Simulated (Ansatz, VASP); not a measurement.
# MgSn2N2 in VASP and in Ansatz

File INCAR:

```
SYSTEM = MgSn2N2
  ALGO = Normal
  EDIFF = 1E-6
  EDIFFG = -0.001
  ENCUT = 600
  GGA = PE
  IBRION = 2
  ISIF = 3
  ISMEAR = 0
  LASPH = .True.
  LCHARG = .False.
  LREAL = .False.
  LWAVE = .False.
  NELM = 100
  NSW = 80
  PREC = Accurate
  SIGMA = 0.01
```

Contents of KPOINTS:

```
k-points
0
Gamma
  12 12 4
  0 0 0
```

POSCAR

```
MgSn2N2
1.0
    3.2568361298      0.0000000000      0.0000000000
   -1.6284180649      2.8205028244      0.0000000000
    0.0000000000      0.0000000000      9.1200656976
Mg Sn N
1 2 2
Direct
    0.0000000000      0.0000000000      0.0000000000
    0.6666666667      0.3333333333      0.2876281551
    0.3333333333      0.6666666667      0.7123718449
    0.3333333333      0.6666666667      0.1448481110
    0.6666666667      0.3333333333      0.8551518890
```

Input for Ansatz:

```yaml
crystal:
  lattice:
    - [3.2568361298, 0.0, 0.0]
    - [-1.6284180649, 2.8205028244, 0.0]
    - [0.0, 0.0, 9.1200656976]
  atoms:
    - { symbol: Mg, position: [0.0, 0.0, 0.0] }
    - { symbol: Sn, position: [0.6666666667, 0.3333333333, 0.2876281551] }
    - { symbol: Sn, position: [0.3333333333, 0.6666666667, 0.7123718449] }
    - { symbol: "N", position: [0.3333333333, 0.6666666667, 0.144848111] }
    - { symbol: "N", position: [0.6666666667, 0.3333333333, 0.855151889] }
basis:
  ecutwfc: 420
kpoints:
  mp_grid: { grid: [12, 12, 4] }
hamiltonian:
  xc: pbe
scf:
  occupations: { method: fixed }
output:
  forces: true
  stress: true
  eigenvalues: true
  write_density: true
  write_potential: true
  elf: true
  volumetric_format: npy
relax:
  adjacent_minimum: "off"
  f_tol: 0.001
  max_steps: 60
  cell: { stress_tol: 0.01 }
```

Alike in both runs: task relaxation of cell and atoms; functional PBE; k mesh 12 × 12 × 4; no spin polarisation.

```csv
,VASP,Ansatz
version,VASP 6.6.1,Ansatz 0.2.0
potentials or method,"VASP PAW PBE potentials, release 64 (Mg, Sn_d, N), cutoff 600 eV","scalar-relativistic, plane waves, PAW"
occupations,"gaussian, width 0.01 eV",fixed
valence electrons in the cell,40,48
```

Ansatz gave:

| Item | Value |
| --- | --- |
| gap on the k mesh at the Fermi level, each at its own relaxed structure (eV) | 0.89 |
| relaxed volume (Å³/atom) | 16.75 |
| relaxed length of the cell vector where the two differ most in proportion (Å) | 9.114 |

**Question.** Which values does VASP return?

**Answer.** gap on the k mesh at the Fermi level, each at its own relaxed structure (eV): 0.86; relaxed volume (Å³/atom): 16.64; relaxed length of the cell vector where the two differ most in proportion (Å): 9.072.

VASP's potentials hold 40 valence electrons a cell and Ansatz's 48, so a difference there can come from the potentials and not from the codes.
